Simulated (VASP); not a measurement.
Crystal: CsTlS.

```xyz
3
Lattice="4.7304 0.0000 0.0000 0.0000 4.7304 0.0000 0.0000 0.0000 5.3777" Properties=species:S:1:pos:R:3 pbc="T T T"
Cs    2.3652    2.3652    2.6889
Tl    0.0000    0.0000    0.0000
S     0.0000    0.0000    2.6889
```

The cell was built from a structure type or drawn by symmetry, and may not be a known phase.

* Program: VASP 6.6.1
* Task: relaxation of cell and atoms
* Functional: PBE
* Potentials or basis: VASP PAW PBE potentials, release 64 (Cs_sv, Tl_d, S)
* Cutoff: 600 eV
* k mesh: 4 × 4 × 4
* Occupations: gaussian, width 0.1 eV
* Spin: no spin polarisation

At the start: pressure 2.4 GPa; volume 40.11 Å³/atom.

Task: Where does the relaxation end?

Result: Over 7 steps the energy falls by 43.9 meV/atom and the volume is 46.62 Å³/atom (+16.2 %); space group P4/mmm (No. 123, to 0.1 Å) before and after.

The path:
```csv
step,energy change (eV),largest force (eV/Å),pressure (GPa),volume (Å³)
1,0.0000,0.0000,2.43,120.33
2,-0.1082,0.0000,0.74,131.22
3,-0.1277,0.0000,0.14,137.48
4,-0.1292,0.0000,-0.03,139.73
5,-0.1292,0.0000,-0.07,140.13
6,-0.1314,0.0000,-0.04,139.98
7,-0.1318,0.0000,-0.02,139.87
```

Final structure:
```xyz
3
Lattice="5.0369 0.0000 0.0000 0.0000 5.0369 0.0000 0.0000 0.0000 5.5129" Properties=species:S:1:pos:R:3 pbc="T T T"
Cs    2.5185    2.5185    2.7564
Tl    0.0000    0.0000    5.5129
S     0.0000    0.0000    2.7564
```

Caveat: the volume moved by over 15 % at a fixed basis, so the end points are rough.
